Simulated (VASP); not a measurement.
# Bi2Te3 (P1) in VASP: single point with PBE

Aim: the single point of Bi2Te3 with PBE.

Everything below comes from runs of VASP 6.6.1. Logs are shortened: lines on timing, memory, paths and dates and some standing lists are left out, and cuts for length are marked.

### Step 1. The cell of the first run

The typed cell holds 5 atoms: a = 10.476 Å, b = 10.476 Å, c = 10.476 Å, α = 24.17°, β = 24.17°, γ = 24.17°.

### Step 2. Single point, PBE

INCAR

```
SYSTEM = Bi2Te3
PREC = Accurate
ENCUT = 520
EDIFF = 1E-6
ISMEAR = -1
SIGMA = 0.01
LREAL = .FALSE.
LASPH = .TRUE.
NELM = 60
ALGO = Normal
ISIF = 2
LWAVE = .FALSE.
LCHARG = .FALSE.
GGA = PE
NBANDS = 32
```

KPOINTS

```
regular mesh
0
G
  6 6 6
  0 0 0
```

POSCAR

```
Bi2Te3
1.0
    2.1930000000      1.2661290000     10.1656670000
   -2.1930000000      1.2661290000     10.1656670000
    0.0000000000     -2.5322580000     10.1656670000
Bi Te
2 3
Direct
    0.4000000000      0.4000000000      0.4000000000
    0.6227998176      0.5772001824      0.6000000000
    0.0000000000      0.0000000000      0.0000000000
    0.2095000000      0.2095000000      0.2095000000
    0.7905000000      0.7905000000      0.7905000000
```

Potentials or basis: VASP PAW PBE potentials, release 64 (Bi_d, Te).

Run with:

```bash
cat potpaw_PBE.64/Bi_d/POTCAR potpaw_PBE.64/Te/POTCAR > POTCAR
mpirun -np 1 vasp_std > vasp.out
```

OUTCAR:

```text
SYSTEM = Bi2Te3
   PREC = Accurate
   ENCUT = 520
   EDIFF = 1E-6
   ISMEAR = -1
   LREAL = .FALSE.
   LASPH = .TRUE.
   NELM = 60
   ISIF = 2
   GGA = PE

 ion  position               nearest neighbor table
   1  0.400  0.400  0.400-   5 3.07   5 3.07   5 3.07   3 3.25   3 3.25   3 3.25
   2  0.623  0.577  0.600-   4 3.00   4 3.08   4 3.15   3 3.18   3 3.25   3 3.32
   3  0.000  0.000  0.000-   2 3.18   1 3.25   1 3.25   1 3.25   2 3.25   2 3.32
   4  0.209  0.209  0.209-   2 3.00   2 3.08   2 3.15   5 3.64   5 3.64   5 3.64
   5  0.791  0.791  0.791-   1 3.07   1 3.07   1 3.07   4 3.64   4 3.64   4 3.64

  LATTYP: Found a trigonal (rhomboedric) cell.
 ALAT       =    10.4763121946
 COS(alpha) =     0.9123624163

  Lattice vectors:

 A1 = (   2.1930000000,   1.2661290000,  10.1656670000)
 A2 = (  -2.1930000000,   1.2661290000,  10.1656670000)
 A3 = (   0.0000000000,  -2.5322580000,  10.1656670000)

Analysis of symmetry for initial positions (statically):
=====================================================================
 Subroutine PRICEL returns:
 Original cell was already a primitive cell.

 Routine SETGRP: Setting up the symmetry group for a
 trigonal (rhombohedral) supercell.

 Subroutine GETGRP returns: Found  1 space group operations
 (whereof  1 operations were pure point group operations)
 out of a pool of 12 trial point group operations.

The static configuration has the point symmetry C_1 .

Analysis of symmetry for dynamics (positions and initial velocities):
=====================================================================
 Subroutine PRICEL returns:
 Original cell was already a primitive cell.

 Routine SETGRP: Setting up the symmetry group for a
 trigonal (rhombohedral) supercell.

 Subroutine GETGRP returns: Found  1 space group operations
 (whereof  1 operations were pure point group operations)
 out of a pool of 12 trial point group operations.

The dynamic configuration has the point symmetry C_1 .

 Subroutine INISYM returns: Found  1 space group operations
 (whereof  1 operations are pure point group operations),
 and found     1 'primitive' translations

----------------------------------------------------------------------------------------

                                     Primitive cell

  volume of cell :     169.3572

  direct lattice vectors                    reciprocal lattice vectors
     2.193000000  1.266129000 10.165667000     0.227998176  0.131634823  0.032790109
    -2.193000000  1.266129000 10.165667000    -0.227998176  0.131634823  0.032790109
     0.000000000 -2.532258000 10.165667000     0.000000000 -0.263269646  0.032790109

  length of vectors
    10.476312195 10.476312195 10.476312144     0.265303762  0.265303762  0.265303784

  position of ions in fractional coordinates (direct lattice)
     0.400000000  0.400000000  0.400000000
     0.622799818  0.577200182  0.600000000
     0.000000000  0.000000000  0.000000000
     0.209500000  0.209500000  0.209500000
     0.790500000  0.790500000  0.790500000

  ion indices of the primitive-cell ions
   primitive index   ion index
                 1           1
                 2           2
                 3           3
                 4           4
                 5           5

----------------------------------------------------------------------------------------

 KPOINTS: regular mesh

Automatic generation of k-mesh.
 Grid dimensions read from file:
 generate k-points for:    6    6    6

 Generating k-lattice:

  Cartesian coordinates                     Fractional coordinates (reciprocal lattice)
     0.037999696  0.021939137  0.005465018     0.166666667  0.000000000  0.000000000
    -0.037999696  0.021939137  0.005465018     0.000000000  0.166666667  0.000000000
     0.000000000 -0.043878274  0.005465018     0.000000000  0.000000000  0.166666667

  Length of vectors
     0.044217294  0.044217294  0.044217297

  Shift w.r.t. Gamma in fractional coordinates (k-lattice)
     0.000000000  0.000000000  0.000000000

 Subroutine IBZKPT returns following result:
 ===========================================

 Found    112 irreducible k-points:

 Following reciprocal coordinates:
            Coordinates               Weight
  0.000000  0.000000  0.000000      1.000000
  0.166667 -0.000000  0.000000      2.000000
 -0.000000  0.166667  0.000000      2.000000
  0.000000  0.000000  0.166667      2.000000
  0.333333  0.000000  0.000000      2.000000
  0.000000  0.333333  0.000000      2.000000
[... 16 lines left out ...]
 -0.166667  0.500000  0.000000      2.000000
  0.166667  0.000000  0.500000      2.000000
 [... further k-points ...]
   k-points           NKPTS =    112   k-points in BZ     NKDIM =    112   number of bands    NBANDS=     32
   number of dos      NEDOS =    301   number of ions     NIONS =      5
   total plane-waves  NPLWV = 512000
   dimension x,y,z NGX =    80 NGY =   80 NGZ =   80
   dimension x,y,z NGXF=   160 NGYF=  160 NGZF=  160
   ions per type =               2   3
   NGX,Y,Z   is equivalent  to a cutoff of  12.69, 12.69, 12.69 a.u.
   NGXF,Y,Z  is equivalent  to a cutoff of  25.39, 25.39, 25.39 a.u.
 SYSTEM =  Bi2Te3
   PREC   = accura    normal or accurate (medium, high low for compatibility)
   ISTART =      0    job   : 0-new  1-cont  2-samecut
   ICHARG =      2    charge: 1-file 2-atom 10-const
   ISPIN  =      1    spin polarized calculation?
   LNONCOLLINEAR =      F non collinear calculations
   LSORBIT =      F    spin-orbit coupling
   LASPH  =      T    aspherical Exc in radial PAW
   ENCUT  =  520.0 eV  38.22 Ry    6.18 a.u.  19.48 19.48 19.48*2*pi/ulx,y,z
   NELM   =     60;   NELMIN=  2; NELMDL= -5     # of ELM steps
   EDIFF  = 0.1E-05   stopping-criterion for ELM
   LREAL  =      F    real-space projection
   EDIFFG = 0.1E-04   stopping-criterion for IOM
   NSW    =      0    number of steps for IOM
   IBRION =     -1    ionic relax: 0-MD 1-quasi-New 2-CG
   NFREE  =      0    steps in history (QN), initial steepest desc. (CG)
   ISIF   =      2    stress and relaxation
   ISYM   =      2    0-nonsym 1-usesym 2-fastsym
   POTIM  = 0.5000    time-step for ionic-motion
   TEBEG  =    0.0;   TEEND  =   0.0 temperature during run
   PSTRESS=    0.0 pullay stress
   NELECT =      48.0000    total number of electrons
   NUPDOWN=      -1.0000    fix difference up-down
   EMIN   =  10.00;   EMAX   =-10.00  energy-range for DOS
   EFERMI =   0.00;   METHOD = LEGACY
   ISMEAR =    -1;   SIGMA  =   0.01  broadening in eV -4-tet -1-fermi 0-gaus
   EFERMI_NEDOS =   21; number of points for ismear=-14 and -15
   IALGO  =     38    algorithm
   IMIX   =      4    mixing-type and parameters
     AMIX     =   0.40;   BMIX     =  1.00
     AMIX_MAG =   1.60;   BMIX_MAG =  1.00
  volume/ion in A,a.u.               =      33.87       228.58
  Fermi-wavevector in a.u.,A,eV,Ry     =   1.075360  2.032136 15.733774  1.156400
  Thomas-Fermi vector in A             =   2.211215
   LORBIT       =      0    0 simple, 1 ext, 2 COOP (PROOUT), +10 PAW based schemes
   GGA     = PE    functional components
   LHFCALC =     F    Hartree Fock is set to
   AEXX    =    0.0000 exact exchange contribution
   IVDW    =     0    specifies the selected vdW correction
   LEPSILON=     F    determine dielectric tensor
   LRPA    =     F    only Hartree local field effects (RPA)
 non-spin polarized calculation
  energy-cutoff  :      520.00
  volume of cell :      169.36
 maximum number of plane-waves:      4580
 NGX is ok and might be reduce to    80
   NGX = 39   NGY = 39   NGZ = 39

 number of electron      48.0000004 magnetization

 Free energy of the ion-electron system (eV)
  ---------------------------------------------------
  ext. energy  EPLUGINS =         0.00000000
  ---------------------------------------------------
  free energy    TOTEN  =       -18.32172847 eV

  energy without entropy =      -18.32172847  energy(sigma->0) =      -18.32172847

 E-fermi :   6.3635     XC(G=0):  -9.3284

 val. band max:        6.2208026206   @ k =   0.0000   0.0000   0.0000
 cond. band min:       6.5064292744   @ k =   0.0000   0.0000   0.0000
 fundamental gap:      0.2856266538
 Fermi energy:         6.3635380826

 k-point     1 :       0.0000    0.0000    0.0000
  band No.  band energies     occupation
      1     -16.9973      2.00000
      2     -16.9969      2.00000
      3     -16.9957      2.00000
      4     -16.9942      2.00000
      5     -16.9881      2.00000
      6     -16.9865      2.00000
[... 24 lines left out ...]
     31      11.0316      0.00000
     32      11.5555      0.00000

 k-point     2 :       0.1667   -0.0000    0.0000
  band No.  band energies     occupation
      1     -16.9989      2.00000
      2     -16.9966      2.00000
      3     -16.9945      2.00000
      4     -16.9928      2.00000
      5     -16.9875      2.00000
      6     -16.9856      2.00000
[... 24 lines left out ...]
     31      10.3423      0.00000
     32      11.1922      0.00000

 k-point     3 :      -0.0000    0.1667    0.0000
  band No.  band energies     occupation
      1     -16.9994      2.00000
      2     -16.9975      2.00000
      3     -16.9942      2.00000
      4     -16.9913      2.00000
      5     -16.9866      2.00000
      6     -16.9859      2.00000
[... 24 lines left out ...]
     31      10.3782      0.00000
     32      11.2499      0.00000

 k-point     4 :       0.0000    0.0000    0.1667
  band No.  band energies     occupation
      1     -16.9990      2.00000
      2     -16.9968      2.00000
      3     -16.9943      2.00000
      4     -16.9923      2.00000
      5     -16.9868      2.00000
      6     -16.9859      2.00000
[... 24 lines left out ...]
     31      10.3638      0.00000
     32      11.2232      0.00000

 k-point     5 :       0.3333    0.0000    0.0000
  band No.  band energies     occupation
      1     -17.0038      2.00000
      2     -17.0008      2.00000
      3     -16.9918      2.00000
      4     -16.9900      2.00000
      5     -16.9895      2.00000
      6     -16.9874      2.00000
[... 584 lines left out ...]
     31      10.3704      0.00000
     32      10.8591      0.00000

 k-point    22 :       0.0000    0.5000    0.1667
  band No.  band energies     occupation
      1     -17.0039      2.00000
      2     -17.0016      2.00000
      3     -16.9929      2.00000
      4     -16.9892      2.00000
      5     -16.9879      2.00000
      6     -16.9846      2.00000
[... 24 lines left out ...]
     31      10.3898      0.00000
     32      10.8847      0.00000

 k-point    23 :      -0.1667    0.5000    0.0000
  band No.  band energies     occupation
      1     -17.0040      2.00000
      2     -17.0017      2.00000
      3     -16.9930      2.00000
      4     -16.9889      2.00000
      5     -16.9879      2.00000
      6     -16.9837      2.00000
[... 24 lines left out ...]
     31      10.3821      0.00000
     32      10.9010      0.00000

 k-point    24 :       0.1667    0.0000    0.5000
  band No.  band energies     occupation
      1     -17.0036      2.00000
      2     -17.0011      2.00000
      3     -16.9931      2.00000
      4     -16.9898      2.00000
      5     -16.9880      2.00000
      6     -16.9850      2.00000
[... 24 lines left out ...]
     31      10.3730      0.00000
     32      10.8912      0.00000

 [... further k-points ...]

------------------------ aborting loop because EDIFF is reached ----------------------------------------

  FORCE on cell =-STRESS in cart. coord.  units (eV):
  Direction    XX          YY          ZZ          XY          YZ          ZX
  --------------------------------------------------------------------------------------
  -------------------------------------------------------------------------------------
  Total        2.1434248      2.0782674      1.9518982      0.1340797     -0.0592335     -0.2720205
  in kB       20.2775329     19.6611215     18.4656255      1.2684395     -0.5603694     -2.5734074
  external PRESSURE =      19.4680933 kB  Pullay stress =       0.0000000 kB

 VOLUME and BASIS-vectors are now :
 -----------------------------------------------------------------------------
  energy-cutoff  :      520.00
  volume of cell :      169.36
      direct lattice vectors                 reciprocal lattice vectors
     2.193000000  1.266129000 10.165667000     0.227998176  0.131634823  0.032790109
    -2.193000000  1.266129000 10.165667000    -0.227998176  0.131634823  0.032790109
     0.000000000 -2.532258000 10.165667000     0.000000000 -0.263269646  0.032790109

 POSITION                                       TOTAL-FORCE (eV/Angst)
 -----------------------------------------------------------------------------------
      0.00000      0.00000     12.19880         0.078578     -0.000584      0.017821
      0.10000     -0.00000     18.29820        -0.275353     -0.014395      0.001223
      0.00000      0.00000      0.00000         0.029390     -0.008193      0.009411
      0.00000      0.00000      6.38912         0.223972      0.022097     -0.004810
      0.00000      0.00000     24.10788        -0.056586      0.001077     -0.023646
 -----------------------------------------------------------------------------------
    total drift:                               -0.000001     -0.000012      0.000069

  FREE ENERGIE OF THE ION-ELECTRON SYSTEM (eV)
  ---------------------------------------------------
  free  energy   TOTEN  =       -18.3217284670 eV

  energy  without entropy=      -18.3217284652  energy(sigma->0) =      -18.32172847
```

Run time: 24 min. Hardware: 1 thread of AMD EPYC 9R45 (Zen 5), shared host; peak memory 1.2 GiB.

What came out:

- Free energy: -18.3217 eV
- Pressure: 1.9 GPa
- Largest force: 0.276 eV/Å
- Band gap on the k mesh: 0.29 eV

Forces on the atoms (eV/Å):
```
Bi   0.079 -0.001  0.018
Bi  -0.275 -0.014  0.001
Te   0.029 -0.008  0.009
Te   0.224  0.022 -0.005
Te  -0.057  0.001 -0.024
```

Caveat: spin-orbit coupling is left out, which moves the levels of the heavy elements.
